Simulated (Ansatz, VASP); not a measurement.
# NaCl in VASP and in Ansatz

The input POSCAR:

```
NaCl
1.0
    4.5256035083      0.0000000000      0.0000000000
   -2.2628017541      3.9192876056      0.0000000000
    0.0000000000      0.0000000000      5.3391787447
Na Cl
2 2
Direct
    0.3333333333      0.6666666667      0.2500000000
    0.6666666667      0.3333333333      0.7500000000
    0.6666666667      0.3333333333      0.2500000000
    0.3333333333      0.6666666667      0.7500000000
```

The input INCAR.step1:

```
SYSTEM = NaCl
  ALGO = Normal
  EDIFF = 1E-4
  ENCUT = 520
  GGA = PE
  ISMEAR = 0
  LASPH = .True.
  LCHARG = .False.
  LREAL = .False.
  LWAVE = .True.
  NBANDS = 22
  NELM = 60
  PREC = Accurate
  SIGMA = 0.01
```

File INCAR.step2:

```
SYSTEM = NaCl
  ALGO = Normal
  EDIFF = 1E-6
  ENCUT = 520
  ISIF = 2
  ISMEAR = 0
  ISTART = 1
  LASPH = .True.
  LCHARG = .False.
  LMIXTAU = .True.
  LREAL = .False.
  LWAVE = .False.
  METAGGA = R2SCAN
  NBANDS = 22
  NELM = 60
  PREC = Accurate
  SIGMA = 0.01
```

Contents of KPOINTS:

```
k-points
0
Gamma
  6 6 6
  0 0 0
```

Input for Ansatz:

```yaml
crystal:
  lattice:
    - [4.5256035083, 0.0, 0.0]
    - [-2.2628017541, 3.9192876056, 0.0]
    - [0.0, 0.0, 5.3391787447]
  atoms:
    - { symbol: Na, position: [0.3333333333, 0.6666666667, 0.25] }
    - { symbol: Na, position: [0.6666666667, 0.3333333333, 0.75] }
    - { symbol: Cl, position: [0.6666666667, 0.3333333333, 0.25] }
    - { symbol: Cl, position: [0.3333333333, 0.6666666667, 0.75] }
kpoints:
  mp_grid: { grid: [6, 6, 6] }
  band_path:
    path:
      - [0.0, 0.0, 0.0]
      - [0.5, 0.0, 0.0]
      - [0.3333333333, 0.3333333333, 0.0]
      - [0.0, 0.0, 0.5]
      - [0.5, 0.0, 0.5]
      - [0.3333333333, 0.3333333333, 0.5]
    npoints: 1
hamiltonian:
  xc: r2scan
scf:
  occupations: { method: fixed }
  n_extra_bands: 5
output:
  forces: true
  stress: true
  eigenvalues: true
```

Change from the starting cell: hydrostatic strain -4.1%.

Alike in both runs: task single point; functional r2SCAN; k mesh 6 × 6 × 6; no spin polarisation.

|  | VASP | Ansatz |
| --- | --- | --- |
| version | VASP 6.6.1 | Ansatz 0.2.0 |
| potentials or method | VASP PAW PBE potentials, release 64 (Na_pv, Cl) | plane waves, PAW |
| plane-wave cutoff (eV) | 520 | 500 |
| occupations | gaussian, width 0.01 eV | fixed |
| valence electrons in the cell | 28 | 32 |

|  | VASP | Ansatz | Ansatz less VASP |
| --- | --- | --- | --- |
| gap on the k mesh at the Fermi level (eV) | 5.75 | 5.74 | -0.011 |
| pressure (GPa) | 3.4 | 3.7 | +0.22 |
| traceless stress, the component that is largest in VASP (GPa) | 0.39 | 0.44 | +0.051 |

VASP's potentials were made for PBE, not for r2SCAN. VASP's potentials hold 28 valence electrons a cell and Ansatz's 32, so a difference there can come from the potentials and not from the codes.
